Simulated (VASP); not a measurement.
Mn2Sb2O3: single point with r2SCAN

Mn2Sb2O3:

```xyz
7
Lattice="2.6921 1.5543 4.2849 -2.6921 1.5543 4.2849 0.0000 -3.1086 4.2849" Properties=species:S:1:pos:R:3 pbc="T T T"
O     0.0000   -1.5543    2.1424
O     1.3461    0.7772    2.1424
O    -1.3461    0.7772    2.1424
Mn    0.0000    0.0000    3.0868
Mn    0.0000    0.0000    9.7679
Sb    0.0000    0.0000    0.0000
Sb    0.0000    0.0000    6.4273
```

- Program: VASP 6.6.1
- Task: single point
- Functional: r2SCAN
- Potentials or basis: VASP PAW PBE potentials, release 64 (O, Mn_pv, Sb)
- Cutoff: 520 eV
- k mesh: 5 × 5 × 5
- Occupations: fermi-dirac, width 0.1 eV
- Spin: collinear spin, antiferromagnetic start
- Starting moments: [0.0, 0.0, 0.0, 4.5, -4.5, 0.0, 0.0] μB
- Dipole correction: no
- Further INCAR settings: ALGO = Normal; EDIFF = 1e-06; NBANDS = 40

The pressure is 12.1 GPa. The largest force is 4.308 eV/Å and the band gap on the k mesh is zero (filled and empty bands overlap). The net moment is 0.00 μB per cell. The site moments are O +0.00; Mn +3.88, -3.88; Sb +0.00 μB and the valence electrons inside the program's atomic spheres are O 5.07; Mn 11.75; Sb 2.21, 2.20.

Forces in eV/Å, atoms in the order of the input:
```
O    0.000  0.000  0.000
O    0.000  0.000  0.000
O    0.000  0.000  0.000
Mn   0.000  0.000  4.308
Mn   0.000  0.000 -4.308
Sb   0.000  0.000  0.000
Sb   0.000  0.000  0.000
```

Stress tensor (GPa, compression positive):
```
13.60  0.00  0.00
 0.00 13.60  0.00
 0.00  0.00  9.24
```

Levels at points of the mesh, in eV from the Fermi level:
Spin up:
| k point | band 24 | band 25 | band 26 | band 27 | band 28 | band 29 | band 30 | band 31 |
| --- | --- | --- | --- | --- | --- | --- | --- | --- |
| (0.00, 0.00, 0.00) | -1.28 | -1.28 | -1.23 | 0.69 | 0.69 | 1.35 | 2.52 | 2.52 |
Spin down:
| k point | band 24 | band 25 | band 26 | band 27 | band 28 | band 29 | band 30 | band 31 |
| --- | --- | --- | --- | --- | --- | --- | --- | --- |
| (0.00, 0.00, 0.00) | -1.28 | -1.28 | -1.23 | 0.69 | 0.69 | 1.35 | 2.52 | 2.52 |

Run time: 7.9 min on 1 thread of Intel(R) Xeon(R) Platinum 8124M CPU @ 3.00GHz (Skylake/Cascade Lake), with other jobs on the host, peak memory 0.39 GiB.

Caveat: the cell stands under pressure; the PAW data sets were made with another functional, which shifts forces and pressure a little; spin-orbit coupling is left out, which moves the levels of the heavy elements. With open d or f shells a metallic result of r2SCAN can be an artefact of self-interaction; +U or a hybrid may open a gap.
